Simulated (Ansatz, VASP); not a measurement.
## One calculation of Cu, two programs

The input INCAR:

```
SYSTEM = Cu
ALGO = Normal
EDIFF = 1E-6
ENCUT = 520
GGA = PS
ISIF = 2
ISMEAR = -1
LASPH = .TRUE.
LCHARG = .FALSE.
LREAL = .FALSE.
LWAVE = .FALSE.
NBANDS = 12
NELM = 80
PREC = Accurate
SIGMA = 0.08
```

The input KPOINTS:

```
k-points
0
G
  18 18 18
  0 0 0
```

File POSCAR:

```
Cu
1.0
    1.9678168370      0.0000000000      0.0000000000
    0.0000000000      1.9678168370      0.0000000000
    0.0000000000      0.0000000000      1.9678168370
Cu
1
Direct
    0.0000000000      0.0000000000      0.0000000000
```

Input for Ansatz:

```yaml
crystal:
  lattice:
    - [1.967816837, 0.0, 0.0]
    - [0.0, 1.967816837, 0.0]
    - [0.0, 0.0, 1.967816837]
  atoms:
    - { symbol: Cu, position: [0.0, 0.0, 0.0] }
kpoints:
  mp_grid: { grid: [18, 18, 18] }
scf:
  occupations: { method: fermi_dirac, width: 0.08 }
hamiltonian:
  xc: pbesol
  pseudopotentials: { kind: all_electron, lapw: { basis_error: 0.001 } }
output:
  forces: true
  stress: true
  eigenvalues: true
  populations: true
```

Change from the starting cell: volume scaled by 0.58, LAPW.

Alike in both runs: task single point; functional PBEsol; k mesh 18 × 18 × 18; occupations fermi-dirac, width 0.08 eV; no spin polarisation.

|  | VASP | Ansatz |
| --- | --- | --- |
| version | VASP 6.6.1 | Ansatz 0.2.0 |
| potentials or method | VASP PAW PBE potentials, release 64 (Cu), cutoff 520 eV | all-electron LAPW, scalar-relativistic |

VASP gave:

* pressure (GPa): 255.1

What did Ansatz give for the same quantities?

Pressure (GPa): 253.4.

VASP's potentials were made for PBE, not for PBEsol. Both programs put the cell under a high pressure, so it lies far from rest at this level. Ansatz ran all-electron here, and VASP with PAW potentials.

Noted on VASP's run: the cell as given lies far from equilibrium.
